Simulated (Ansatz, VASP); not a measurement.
# One calculation of SiF, two programs

File INCAR:

```
PREC = Accurate
ENCUT = 600
EDIFF = 1E-6
ISMEAR = 0
SIGMA = 0.1
LREAL = False
LASPH = True
NELM = 80
ALGO = Normal
ISIF = 3
LWAVE = False
LCHARG = False
GGA = PE
IBRION = 2
NSW = 90
EDIFFG = -0.04
```

Contents of KPOINTS:

```
regular mesh
0
Gamma
  6 6 6
```

The input POSCAR:

```
SiF
1.0
    2.9566721500      0.0000000000      0.0000000000
   -1.4783360700      2.5605531900      0.0000000000
    0.0000000000      0.0000000000      2.8634110700
Si F
1 1
Direct
    0.6666666700      0.3333333300      0.0000000000
    0.0000000000      0.0000000000      0.5000000000
```

Input for Ansatz:

```yaml
crystal:
  lattice:
    - [2.95667215, 0.0, 0.0]
    - [-1.47833607, 2.56055319, 0.0]
    - [0.0, 0.0, 2.86341107]
  atoms:
    - { symbol: Si, position: [0.66666667, 0.33333333, 0.0] }
    - { symbol: F, position: [0.0, 0.0, 0.5] }
basis:
  ecutwfc: 420
kpoints:
  mp_grid: { grid: [6, 6, 6] }
hamiltonian:
  xc: pbe
scf:
  occupations: { method: gaussian, width: 0.1 }
  lower_state_search: "off"
output:
  forces: true
  stress: true
  eigenvalues: true
relax:
  adjacent_minimum: "off"
  f_tol: 0.04
  max_steps: 70
  cell: { stress_tol: 0.4 }
```

Change from the starting cell: species swapped into the CrC type (P-6m2, No. 187).

Alike in both runs: task relaxation of cell and atoms; functional PBE; k mesh 6 × 6 × 6; occupations gaussian, width 0.1 eV; no spin polarisation.

|  | VASP | Ansatz |
| --- | --- | --- |
| version | VASP 6.6.1 | Ansatz 0.2.0 |
| potentials or method | VASP PAW PBE potentials, release 64 (Si, F), cutoff 600 eV | scalar-relativistic, plane waves, PAW |
| valence electrons in the cell | 11 | 11 |

VASP gave:

| Item | Value |
| --- | --- |
| gap on the k mesh at the Fermi level, each at its own relaxed structure (eV) | none |
| relaxed volume (Å³/atom) | 11.96 |
| relaxed cell length with the largest relative difference (Å) | 3.795 |

Q: What did Ansatz give for the same quantities?

A: gap on the k mesh at the Fermi level, each at its own relaxed structure (eV): none; relaxed volume (Å³/atom): 12.25; relaxed cell length with the largest relative difference (Å): 3.875.

A gap of «none» marks a metal or a gap that the smearing closes.

The k mesh is coarse, so the values compare programs but aren't converged.
